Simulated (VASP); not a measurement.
# Mn (Fd-3m) in VASP: a series of runs

Mn is run at these levels: revPBE; tasks: single point.

All numbers are computed with VASP 6.6.1; they aren't measurements. Logs are shortened: lines on timing, memory, paths and dates and some standing lists are left out, and cuts for length are marked.

**1. The cell of the first run**

The structure is cubic, space group Fd-3m (No. 227). The conventional cell has a = 4.845 Å, b = 4.845 Å, c = 4.845 Å, α = 90.00°, β = 90.00°, γ = 90.00°. Within 2.8 Å of Mn (site symmetry -43m) lie 4 Mn at 2.10 Å.

**2. Single point, revPBE (volume scaled by 0.92)**

Contents of INCAR:

```
SYSTEM = Mn
ALGO = Normal
EDIFF = 1E-6
ENCUT = 520
GGA = RE
ISIF = 2
ISMEAR = -1
LASPH = .True.
LCHARG = .True.
LELF = .True.
LREAL = .False.
LVHAR = .True.
LWAVE = .False.
NBANDS = 20
NELM = 80
PREC = Accurate
SIGMA = 0.1
```

Contents of KPOINTS:

```
k-points
0
Gamma
  12 12 12
  0 0 0
```

Contents of POSCAR:

```
Mn
1.0
    0.0000000000      2.4227102072      2.4227102072
    2.4227102072      0.0000000000      2.4227102072
    2.4227102072      2.4227102072      0.0000000000
Mn
2
Direct
    0.1250000000      0.1250000000      0.1250000000
    0.8750000000      0.8750000000      0.8750000000
```

Potentials or basis: VASP PAW PBE potentials, release 64 (Mn_pv).

On the command line:

```sh
$ cat potpaw_PBE.64/Mn_pv/POTCAR > POTCAR
$ mpirun -np 1 vasp_std > vasp.out
```

OUTCAR:

```text
SYSTEM = Mn
   EDIFF = 1E-6
   ENCUT = 520
   GGA = RE
   ISIF = 2
   ISMEAR = -1
   LASPH = .True.
   LREAL = .False.
   NELM = 80
   PREC = Accurate

 ion  position               nearest neighbor table
   1  0.125  0.125  0.125-   2 2.10   2 2.10   2 2.10   2 2.10
   2  0.875  0.875  0.875-   1 2.10   1 2.10   1 2.10   1 2.10

  LATTYP: Found a face centered cubic cell.
 ALAT       =     4.8454204144

  Lattice vectors:

 A1 = (   0.0000000000,   2.4227102072,   2.4227102072)
 A2 = (   2.4227102072,   0.0000000000,   2.4227102072)
 A3 = (   2.4227102072,   2.4227102072,   0.0000000000)

Analysis of symmetry for initial positions (statically):
=====================================================================
 Subroutine PRICEL returns:
 Original cell was already a primitive cell.

 Routine SETGRP: Setting up the symmetry group for a
 face centered cubic supercell.

 Subroutine GETGRP returns: Found 48 space group operations
 (whereof 12 operations were pure point group operations)
 out of a pool of 48 trial point group operations.

The static configuration has the point symmetry D_3d.
 The point group associated with its full space group is O_h .

Analysis of symmetry for dynamics (positions and initial velocities):
=====================================================================
 Subroutine PRICEL returns:
 Original cell was already a primitive cell.

 Routine SETGRP: Setting up the symmetry group for a
 face centered cubic supercell.

 Subroutine GETGRP returns: Found 48 space group operations
 (whereof 12 operations were pure point group operations)
 out of a pool of 48 trial point group operations.

The dynamic configuration has the point symmetry D_3d.
 The point group associated with its full space group is O_h .

 Subroutine INISYM returns: Found 48 space group operations
 (whereof 12 operations are pure point group operations),
 and found     1 'primitive' translations

----------------------------------------------------------------------------------------

                                     Primitive cell

  volume of cell :      28.4403

  direct lattice vectors                    reciprocal lattice vectors
     0.000000000  2.422710207  2.422710207    -0.206380441  0.206380441  0.206380441
     2.422710207  0.000000000  2.422710207     0.206380441 -0.206380441  0.206380441
     2.422710207  2.422710207  0.000000000     0.206380441  0.206380441 -0.206380441

  length of vectors
     3.426229633  3.426229633  3.426229633     0.357461409  0.357461409  0.357461409

  position of ions in fractional coordinates (direct lattice)
     0.125000000  0.125000000  0.125000000
     0.875000000  0.875000000  0.875000000

  ion indices of the primitive-cell ions
   primitive index   ion index
                 1           1
                 2           2

----------------------------------------------------------------------------------------

 KPOINTS: k-points

Automatic generation of k-mesh.
 Grid dimensions read from file:
 generate k-points for:   12   12   12

 Generating k-lattice:

  Cartesian coordinates                     Fractional coordinates (reciprocal lattice)
    -0.017198370  0.017198370  0.017198370     0.083333333  0.000000000  0.000000000
     0.017198370 -0.017198370  0.017198370     0.000000000  0.083333333  0.000000000
     0.017198370  0.017198370 -0.017198370     0.000000000  0.000000000  0.083333333

  Length of vectors
     0.029788451  0.029788451  0.029788451

  Shift w.r.t. Gamma in fractional coordinates (k-lattice)
     0.000000000  0.000000000  0.000000000

 Subroutine IBZKPT returns following result:
 ===========================================

 Found     72 irreducible k-points:

 Following reciprocal coordinates:
            Coordinates               Weight
  0.000000  0.000000  0.000000      1.000000
  0.083333  0.000000  0.000000      8.000000
  0.166667  0.000000  0.000000      8.000000
  0.250000  0.000000  0.000000      8.000000
  0.333333  0.000000  0.000000      8.000000
  0.416667  0.000000  0.000000      8.000000
[... 16 lines left out ...]
  0.500000  0.166667  0.000000     24.000000
 -0.416667  0.166667  0.000000     24.000000
 [... further k-points ...]
   k-points           NKPTS =     72   k-points in BZ     NKDIM =     72   number of bands    NBANDS=     20
   number of dos      NEDOS =    301   number of ions     NIONS =      2
   total plane-waves  NPLWV =  21952
   dimension x,y,z NGX =    28 NGY =   28 NGZ =   28
   dimension x,y,z NGXF=    56 NGYF=   56 NGZF=   56
   ions per type =               2
   NGX,Y,Z   is equivalent  to a cutoff of  13.59, 13.59, 13.59 a.u.
   NGXF,Y,Z  is equivalent  to a cutoff of  27.17, 27.17, 27.17 a.u.
 SYSTEM =  Mn
   PREC   = accura    normal or accurate (medium, high low for compatibility)
   ISTART =      0    job   : 0-new  1-cont  2-samecut
   ICHARG =      2    charge: 1-file 2-atom 10-const
   ISPIN  =      1    spin polarized calculation?
   LNONCOLLINEAR =      F non collinear calculations
   LSORBIT =      F    spin-orbit coupling
   LASPH  =      T    aspherical Exc in radial PAW
   ENCUT  =  520.0 eV  38.22 Ry    6.18 a.u.   6.37  6.37  6.37*2*pi/ulx,y,z
   NELM   =     80;   NELMIN=  2; NELMDL= -5     # of ELM steps
   EDIFF  = 0.1E-05   stopping-criterion for ELM
   LREAL  =      F    real-space projection
   EDIFFG = 0.1E-04   stopping-criterion for IOM
   NSW    =      0    number of steps for IOM
   IBRION =     -1    ionic relax: 0-MD 1-quasi-New 2-CG
   NFREE  =      0    steps in history (QN), initial steepest desc. (CG)
   ISIF   =      2    stress and relaxation
   ISYM   =      2    0-nonsym 1-usesym 2-fastsym
   POTIM  = 0.5000    time-step for ionic-motion
   TEBEG  =    0.0;   TEEND  =   0.0 temperature during run
   PSTRESS=    0.0 pullay stress
   NELECT =      26.0000    total number of electrons
   NUPDOWN=      -1.0000    fix difference up-down
   EMIN   =  10.00;   EMAX   =-10.00  energy-range for DOS
   EFERMI =   0.00;   METHOD = LEGACY
   ISMEAR =    -1;   SIGMA  =   0.10  broadening in eV -4-tet -1-fermi 0-gaus
   EFERMI_NEDOS =   21; number of points for ismear=-14 and -15
   IALGO  =     38    algorithm
   IMIX   =      4    mixing-type and parameters
     AMIX     =   0.40;   BMIX     =  1.00
     AMIX_MAG =   1.60;   BMIX_MAG =  1.00
  volume/ion in A,a.u.               =      14.22        95.96
  Fermi-wavevector in a.u.,A,eV,Ry     =   1.588868  3.002525 34.347928  2.524501
  Thomas-Fermi vector in A             =   2.687805
   LORBIT       =      0    0 simple, 1 ext, 2 COOP (PROOUT), +10 PAW based schemes
   GGA     = RE    functional components
   LHFCALC =     F    Hartree Fock is set to
   AEXX    =    0.0000 exact exchange contribution
   IVDW    =     0    specifies the selected vdW correction
   LEPSILON=     F    determine dielectric tensor
   LRPA    =     F    only Hartree local field effects (RPA)
 non-spin polarized calculation
  energy-cutoff  :      520.00
  volume of cell :       28.44
 maximum number of plane-waves:       779
 NGX is ok and might be reduce to    28
   NGX = 13   NGY = 13   NGZ = 13

 number of electron      26.0000024 magnetization

 Free energy of the ion-electron system (eV)
  ---------------------------------------------------
  ext. energy  EPLUGINS =         0.00000000
  ---------------------------------------------------
  free energy    TOTEN  =       -14.29838464 eV

  energy without entropy =      -14.23486059  energy(sigma->0) =      -14.26662261

 E-fermi :   6.8622     XC(G=0): -11.9524

 val. band max:        6.8515805871   @ k =  -0.2500   0.2500   0.0000
 cond. band min:       6.8677315368   @ k =  -0.4167   0.4167   0.0000
 fundamental gap:      0.0161509497
 Fermi energy:         6.8621931142

 k-point     1 :       0.0000    0.0000    0.0000
  band No.  band energies     occupation
      1     -41.1612      2.00000
      2     -41.1612      2.00000
      3     -41.1612      2.00000
      4     -40.3137      2.00000
      5     -40.3137      2.00000
      6     -40.3137      2.00000
[... 12 lines left out ...]
     19      21.9317      0.00000
     20      21.9317      0.00000

 k-point     2 :       0.0833    0.0000    0.0000
  band No.  band energies     occupation
      1     -41.1687      2.00000
      2     -41.1687      2.00000
      3     -41.1613      2.00000
      4     -40.3152      2.00000
      5     -40.3061      2.00000
      6     -40.3061      2.00000
[... 12 lines left out ...]
     19      21.2295      0.00000
     20      21.2295      0.00000

 k-point     3 :       0.1667    0.0000    0.0000
  band No.  band energies     occupation
      1     -41.1887      2.00000
      2     -41.1887      2.00000
      3     -41.1619      2.00000
      4     -40.3189      2.00000
      5     -40.2859      2.00000
      6     -40.2859      2.00000
[... 12 lines left out ...]
     19      20.4382      0.00000
     20      20.4382      0.00000

 k-point     4 :       0.2500    0.0000    0.0000
  band No.  band energies     occupation
      1     -41.2147      2.00000
      2     -41.2147      2.00000
      3     -41.1631      2.00000
      4     -40.3234      2.00000
      5     -40.2597      2.00000
      6     -40.2597      2.00000
[... 12 lines left out ...]
     19      19.7610      0.00000
     20      19.7610      0.00000

 k-point     5 :       0.3333    0.0000    0.0000
  band No.  band energies     occupation
      1     -41.2393      2.00000
      2     -41.2393      2.00000
      3     -41.1652      2.00000
      4     -40.3271      2.00000
      5     -40.2348      2.00000
      6     -40.2348      2.00000
[... 12 lines left out ...]
     19      19.2215      0.00000
     20      19.2215      0.00000

 k-point     6 :       0.4167    0.0000    0.0000
  band No.  band energies     occupation
      1     -41.2565      2.00000
      2     -41.2565      2.00000
      3     -41.1671      2.00000
      4     -40.3293      2.00000
      5     -40.2174      2.00000
      6     -40.2174      2.00000
[... 12 lines left out ...]
     19      18.8625      0.00000
     20      18.8625      0.00000

 k-point     7 :       0.5000    0.0000    0.0000
  band No.  band energies     occupation
      1     -41.2627      2.00000
      2     -41.2627      2.00000
      3     -41.1679      2.00000
      4     -40.3300      2.00000
      5     -40.2112      2.00000
      6     -40.2112      2.00000
[... 12 lines left out ...]
     19      18.7351      0.00000
     20      18.7351      0.00000
[... 277 lines left out ...]
 k-point    20 :       0.2500    0.1667    0.0000
  band No.  band energies     occupation
      1     -41.2485      2.00000
      2     -41.2468      2.00000
      3     -41.0830      2.00000
      4     -40.4026      2.00000
      5     -40.2278      2.00000
      6     -40.2270      2.00000
[... 12 lines left out ...]
     19      17.2883      0.00000
     20      18.9391      0.00000

 k-point    21 :       0.3333    0.1667    0.0000
  band No.  band energies     occupation
      1     -41.2808      2.00000
      2     -41.2706      2.00000
      3     -41.0625      2.00000
      4     -40.4256      2.00000
      5     -40.2037      2.00000
      6     -40.1972      2.00000
[... 12 lines left out ...]
     19      16.7056      0.00000
     20      17.8901      0.00000

 k-point    22 :       0.4167    0.1667    0.0000
  band No.  band energies     occupation
      1     -41.3117      2.00000
      2     -41.2862      2.00000
      3     -41.0468      2.00000
      4     -40.4426      2.00000
      5     -40.1879      2.00000
      6     -40.1693      2.00000
[... 12 lines left out ...]
     19      16.4739      0.00000
     20      16.8505      0.00000

 k-point    23 :       0.5000    0.1667    0.0000
  band No.  band energies     occupation
      1     -41.3341      2.00000
      2     -41.2903      2.00000
      3     -41.0397      2.00000
      4     -40.4501      2.00000
      5     -40.1837      2.00000
      6     -40.1492      2.00000
[... 12 lines left out ...]
     19      16.0075      0.00000
     20      16.6549      0.00000

 k-point    24 :      -0.4167    0.1667    0.0000
  band No.  band energies     occupation
      1     -41.3425      2.00000
      2     -41.2818      2.00000
      3     -41.0445      2.00000
      4     -40.4448      2.00000
      5     -40.1919      2.00000
      6     -40.1417      2.00000
[... 12 lines left out ...]
     19      15.4555      0.00000
     20      17.2610      0.00000

 [... further k-points ...]
[... 5 lines left out ...]
  --------------------------------------------------------------------------------------
  -------------------------------------------------------------------------------------
  Total        2.5727658      2.5727658      2.5727658      0.0000000     -0.0000000      0.0000000
  in kB      144.9360520    144.9360520    144.9360520      0.0000000     -0.0000000      0.0000000
  external PRESSURE =     144.9360520 kB  Pullay stress =       0.0000000 kB

 VOLUME and BASIS-vectors are now :
 -----------------------------------------------------------------------------
  energy-cutoff  :      520.00
  volume of cell :       28.44
      direct lattice vectors                 reciprocal lattice vectors
     0.000000000  2.422710207  2.422710207    -0.206380441  0.206380441  0.206380441
     2.422710207  0.000000000  2.422710207     0.206380441 -0.206380441  0.206380441
     2.422710207  2.422710207  0.000000000     0.206380441  0.206380441 -0.206380441

 POSITION                                       TOTAL-FORCE (eV/Angst)
 -----------------------------------------------------------------------------------
      0.60568      0.60568      0.60568         0.000000      0.000000      0.000000
      4.23974      4.23974      4.23974        -0.000000     -0.000000     -0.000000
 -----------------------------------------------------------------------------------
    total drift:                                0.000000     -0.000000     -0.000000

  FREE ENERGIE OF THE ION-ELECTRON SYSTEM (eV)
  ---------------------------------------------------
  free  energy   TOTEN  =       -14.2983846352 eV

  energy  without entropy=      -14.2348605861  energy(sigma->0) =      -14.26662261
```

Wall time 18 s (1 thread of Intel Xeon 6975P-C (Granite Rapids), shared host); peak memory 0.17 GiB.

What came out:

- Free energy: -14.2984 eV
- Pressure: 14.5 GPa
- Band gap on the k mesh: zero (band 13 reaches 7.32 eV, above the bottom of band 14 at 6.59 eV)

Levels at points of the mesh, in eV from the Fermi level:
| k point | band 11 | band 12 | band 13 | band 14 | band 15 | band 16 |
| --- | --- | --- | --- | --- | --- | --- |
| (0.00, 0.00, 0.00) | -1.83 | -1.83 | 0.45 | 0.45 | 0.45 | 2.45 |
| (0.50, 0.00, 0.00) | -1.88 | -1.88 | -0.45 | 1.16 | 1.16 | 2.12 |
| (0.50, 0.50, 0.00) | -0.54 | -0.54 | 0.04 | 0.04 | 2.36 | 2.36 |

Caveat: the cell differs from its parent crystal (volume scaled by 0.92); the PAW data sets were made with another functional, which shifts forces and pressure a little; the run has no spin polarisation, though such a crystal can be magnetic. Spin polarisation is off, so any magnetic state and its effect on volume and gap are missing.

**3. Single point, revPBE**

This run uses another cell than the first one, of 15.46 Å³/atom, 1.087 times its volume.

Contents of INCAR:

```
SYSTEM = Mn
PREC = Accurate
ENCUT = 520
EDIFF = 1E-7
ISMEAR = -1
SIGMA = 0.1
LREAL = .False.
LASPH = .True.
NELM = 100
ALGO = Normal
ISIF = 2
LWAVE = .False.
LCHARG = .True.
GGA = RE
LELF = .True.
LVHAR = .True.
NBANDS = 20
```

Contents of KPOINTS:

```
Automatic mesh
0
Gamma
  18 18 18
  0 0 0
```

Contents of POSCAR:

```
Mn
1.0
    0.0000000000      2.4909911999      2.4909911999
    2.4909911999      0.0000000000      2.4909911999
    2.4909911999      2.4909911999      0.0000000000
Mn
2
Direct
    0.1250000000      0.1250000000      0.1250000000
    0.8750000000      0.8750000000      0.8750000000
```

Potentials or basis: VASP PAW PBE potentials, release 64 (Mn_pv).

On the command line:

```sh
$ cat potpaw_PBE.64/Mn_pv/POTCAR > POTCAR
$ mpirun -np 1 vasp_std > vasp.out
```

Run time: 49 s. Hardware: 1 thread of Intel Xeon 6975P-C (Granite Rapids), shared host; peak memory 0.22 GiB.

The run converged. Its results:

```yaml
Free_energy: -14.4073 eV
Pressure: 0.5 GPa
Band_gap_on_the_k_mesh: zero (band 13 reaches 6.38 eV, above the bottom of band 14 at 5.70 eV)
```

Levels at points of the mesh, in eV from the Fermi level:
```
           k point  band 9  band 10  band 11  band 12  band 13  band 14  band 15  band 16  band 17  band 18
(0.00, 0.00, 0.00)   -2.04    -1.68    -1.68    -1.68     0.42     0.42     0.42     2.19     2.19    14.30
(0.50, 0.00, 0.00)   -1.92    -1.92    -1.70    -1.70    -0.49     1.04     1.04     1.91     1.91     3.31
(0.50, 0.50, 0.00)   -1.62    -1.62    -0.64    -0.64     0.07     0.07     2.12     2.12     3.46     3.46
```

Caveat: the PAW data sets were made with another functional, which shifts forces and pressure a little; the run has no spin polarisation, though such a crystal can be magnetic. Spin polarisation is off, so any magnetic state and its effect on volume and gap are missing.

**4. Single point, revPBE, collinear spin, antiferromagnetic start (volume scaled by 0.88)**

Contents of INCAR:

```
SYSTEM = Mn
PREC = Accurate ; ENCUT = 520
EDIFF = 1E-6 ; ISMEAR = -1
SIGMA = 0.05 ; LREAL = .FALSE.
LASPH = .TRUE. ; NELM = 150
ALGO = Normal ; ISIF = 2
LWAVE = .FALSE. ; LCHARG = .FALSE.
ISPIN = 2 ; MAGMOM = 2.48 -2.48
LORBIT = 11 ; LMAXMIX = 4
GGA = RE ; NBANDS = 24
```

Contents of KPOINTS:

```
regular mesh
0
G
  12 12 12
  0 0 0
```

Contents of POSCAR:

```
Mn
1.0
    0.0000000000      2.5181344250      2.5181344250
    2.5181344250      0.0000000000      2.5181344250
    2.5181344250      2.5181344250      0.0000000000
Mn
2
Direct
    0.1250000000      0.1250000000      0.1250000000
    0.8750000000      0.8750000000      0.8750000000
```

On the command line:

```sh
$ cat potpaw_PBE.64/Mn_pv/POTCAR > POTCAR
$ mpirun -np 1 vasp_std > vasp.out
```

Run time: 80 s. Hardware: 1 thread of Intel Xeon Platinum 8488C (Sapphire Rapids), shared host; peak memory 0.21 GiB.

It converged, with:

```yaml
Free_energy: -14.6443 eV
Pressure: 7.9 GPa
Band_gap_on_the_k_mesh: zero (filled and empty bands overlap)
Net_moment: 0.00 μB per cell
Site_moments: Mn +2.05, -2.05 μB
Valence_electrons_inside_the_program's_atomic_spheres: Mn 11.95
```

Levels at points of the mesh, in eV from the Fermi level:
Spin up:
```tsv
k point	band 11	band 12	band 13	band 14	band 15	band 16
(0.00, 0.00, 0.00)	-2.42	-2.42	0.16	0.16	0.16	1.90
(0.50, 0.00, 0.00)	-2.35	-2.35	-1.10	0.72	0.72	1.64
(0.50, 0.50, 0.00)	-1.47	-1.29	-0.97	0.68	1.76	1.76
```
Spin down:
```csv
k point,band 11,band 12,band 13,band 14,band 15,band 16
"(0.00, 0.00, 0.00)",-2.42,-2.42,0.16,0.16,0.16,1.90
"(0.50, 0.00, 0.00)",-2.35,-2.35,-1.10,0.72,0.72,1.64
"(0.50, 0.50, 0.00)",-1.47,-1.29,-0.97,0.68,1.76,1.76
```

Caveat: the cell differs from its parent crystal (volume scaled by 0.88); the PAW data sets were made with another functional, which shifts forces and pressure a little.

**5. The runs side by side**

| spin | cell | k mesh | smearing | gap on the mesh (eV) | pressure (GPa) |
| --- | --- | --- | --- | --- | --- |
| off | a = 3.426 Å, angles 60.0°, 2 atoms | 12 × 12 × 12 | fermi-dirac 0.1 eV | none | 14.5 |
| off | a = 3.523 Å, angles 60.0°, 2 atoms | 18 × 18 × 18 | fermi-dirac 0.1 eV | none | 0.5 |
| collinear, antiferromagnetic start | a = 3.561 Å, angles 60.0°, 2 atoms | 12 × 12 × 12 | fermi-dirac 0.05 eV | none | 7.9 |

Alike in all rows: task single point; level revPBE; potentials or basis VASP PAW PBE potentials, release 64 (Mn_pv); cutoff (eV) 520.

Caveats: the PAW data sets were made with another functional, which shifts forces and pressure a little.

Absolute energies hang on the potentials; compare differences alone.
